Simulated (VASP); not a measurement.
Set up this calculation in VASP 6.6.1, as the native input.

- Task: single point
- Functional: LDA
- Potentials or basis: VASP PAW LDA potentials, release 64 (Cd, S)
- Cutoff: 520 eV
- k mesh: 8 × 8 × 4
- Occupations: fermi-dirac, width 0.02 eV
- Spin: no spin polarisation
- Dipole correction: no
- Further INCAR settings: ALGO = Normal; EDIFF = 1e-06; NBANDS = 26

The structure of CdS lies in POSCAR:

```
CdS
1.0
    4.1347992034      0.0000000000      0.0000000000
   -2.0673996017      3.5808411497      0.0000000000
    0.0000000000      0.0000000000      6.6140200000
Cd S
2 2
Direct
    0.3333333333      0.6666666667      0.0000000000
    0.6666666667      0.3333333333      0.5000000000
    0.3333333333      0.6666666667      0.3850000000
    0.6666666667      0.3333333333      0.8850000000
```

This cell differs from its parent crystal: zz strain of -2 %.

The input as run:

INCAR

```
PREC = Accurate ; ENCUT = 520
EDIFF = 1E-6 ; ISMEAR = -1
SIGMA = 0.02 ; LREAL = False
LASPH = True ; NELM = 100
ALGO = Normal ; ISIF = 2
LWAVE = False ; LCHARG = True
GGA = CA ; LELF = True
LVHAR = True ; NBANDS = 26
```

KPOINTS

```
Automatic mesh
0
Gamma
  8 8 4
```

Potentials or basis: VASP PAW LDA potentials, release 64 (Cd, S).

Command:

```sh
$ cat potpaw_LDA.64/Cd/POTCAR potpaw_LDA.64/S/POTCAR > POTCAR
$ mpirun -np 1 vasp_std > vasp.out
```

Results of the run:

The pressure is -1.2 GPa, the largest force is 0.139 eV/Å and the band gap on the k mesh is 1.03 eV, direct.

Caveat: the cell differs from its parent crystal (zz strain of -2 %).

Wall time 110 s on 1 thread of AMD EPYC 7R43 64-Core Processor (Zen 3) (shared host), peak memory 0.17 GiB.
